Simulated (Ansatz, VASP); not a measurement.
# Two plane-wave programs on BN

The input INCAR:

```
SYSTEM = BN
  ALGO = Normal
  EDIFF = 1E-6
  ENCUT = 520
  GGA = PE
  ISIF = 2
  ISMEAR = 0
  LASPH = .True.
  LCHARG = .True.
  LELF = .True.
  LREAL = .False.
  LVHAR = .True.
  LWAVE = .False.
  NBANDS = 26
  NELM = 100
  PREC = Accurate
  SIGMA = 0.05
```

The input KPOINTS:

```
k-points
0
Gamma
  12 12 4
  0 0 0
```

File POSCAR:

```
BN
1.0
    2.5545800960      0.0000000000      0.0000000000
   -1.2772900480      2.2123312591      0.0000000000
    0.0000000000      0.0000000000      8.4490290704
B N
4 4
Direct
    0.6601661751      0.3333333333      0.4999029273
    0.6731671582      0.3333333333      0.9999029273
    0.3056196498      0.6666666667      0.2499029273
    0.3610470169      0.6666666667      0.7499029273
    0.6373076342      0.3333333333      0.3125970727
    0.6960256991      0.3333333333      0.8125970727
    0.3333333333      0.6666666667      0.0625970727
    0.3333333333      0.6666666667      0.5625970727
```

Input for Ansatz:

```yaml
crystal:
  lattice:
    - [2.554580096, 0.0, 0.0]
    - [-1.277290048, 2.2123312591, 0.0]
    - [0.0, 0.0, 8.4490290704]
  atoms:
    - { symbol: B, position: [0.6601661751, 0.3333333333, 0.4999029273] }
    - { symbol: B, position: [0.6731671582, 0.3333333333, 0.9999029273] }
    - { symbol: B, position: [0.3056196498, 0.6666666667, 0.2499029273] }
    - { symbol: B, position: [0.3610470169, 0.6666666667, 0.7499029273] }
    - { symbol: "N", position: [0.6373076342, 0.3333333333, 0.3125970727] }
    - { symbol: "N", position: [0.6960256991, 0.3333333333, 0.8125970727] }
    - { symbol: "N", position: [0.3333333333, 0.6666666667, 0.0625970727] }
    - { symbol: "N", position: [0.3333333333, 0.6666666667, 0.5625970727] }
basis:
  ecutwfc: 420
kpoints:
  mp_grid: { grid: [12, 12, 4] }
hamiltonian:
  xc: pbe
scf:
  occupations: { method: gaussian, width: 0.05 }
output:
  forces: true
  stress: true
  eigenvalues: true
```

Change from the starting cell: mode 4 (339.6 1/cm) frozen in, largest displacement +0.075 Å.

Alike in both runs: task single point; functional PBE; k mesh 12 × 12 × 4; occupations gaussian, width 0.05 eV; no spin polarisation.

|  | VASP | Ansatz |
| --- | --- | --- |
| version | VASP 6.6.1 | Ansatz 0.2.0 |
| potentials or method | VASP PAW PBE potentials, release 64 (B, N), cutoff 520 eV | scalar-relativistic, plane waves, PAW |
| valence electrons in the cell | 32 | 32 |

```csv
,VASP,Ansatz,Ansatz less VASP
gap on the k mesh at the Fermi level (eV),5.20,5.22,+0.017
least direct gap on the mesh (eV),8.17,8.19,+0.017
pressure (GPa),0.2,0.0,-0.23
"traceless stress, the component that is largest in VASP (GPa)",-0.27,-0.29,-0.018
rms of the force components (eV/Å),0.161,0.161,-0.0003
```

Atom by atom the forces differ by 0.002 eV/Å (rms over components).
